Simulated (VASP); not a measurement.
Runs of VASP 6.6.1 on Ta. The structure is that of space group P6/mmm (No. 191), or close to it. The cells are those of the table. 

```tsv
task	cell	k mesh	cutoff (eV)	gap on the mesh (eV)	pressure (GPa)
relaxation of cell and atoms	relaxed from a = 4.674, b = 4.674, c = 2.865 Å, angles 90.0, 90.0, 120.0°, 3 atoms	8 × 8 × 11	600	none	0.0
single point	a = 5.073, b = 5.073, c = 2.848 Å, angles 90.0, 90.0, 120.0°, 3 atoms	9 × 9 × 13	520	none	-16.4
single point	a = 4.885, b = 4.885, c = 2.743 Å, angles 90.0, 90.0, 120.0°, 3 atoms	10 × 10 × 15	520	none	0.0
single point	a = 4.681, b = 4.681, c = 2.628 Å, angles 90.0, 90.0, 120.0°, 3 atoms	9 × 9 × 13	520	none	(b)
single point	a = 5.012, b = 5.012, c = 2.814 Å, angles 90.0, 90.0, 120.0°, 3 atoms	9 × 9 × 13	520	none	-11.9
single point	a = 4.885, b = 4.885, c = 2.743 Å, angles 90.0, 90.0, 120.0°, 3 atoms	9 × 9 × 13	520	none	(a)
single point	a = 4.819, b = 4.819, c = 2.706 Å, angles 90.0, 90.0, 120.0°, 3 atoms	9 × 9 × 13	520	none	8.0
single point	a = 4.751, b = 4.751, c = 2.668 Å, angles 90.0, 90.0, 120.0°, 3 atoms	9 × 9 × 13	520	none	17.7
```

Alike in all rows: level revPBE; potentials or basis VASP PAW PBE potentials, release 64 (Ta_pv); no spin polarisation; smearing fermi-dirac 0.1 eV.

Fill in the values left out.

(a) 0.1; (b) 29.4.

Caveats: the PAW data sets were made with another functional, which shifts forces and pressure a little; spin-orbit coupling is left out, which moves the levels of the heavy elements.

A k mesh can miss the band edges, and the runs leave out spin-orbit coupling on Ta.

A gap of «none» marks levels without a gap at the run's occupations.
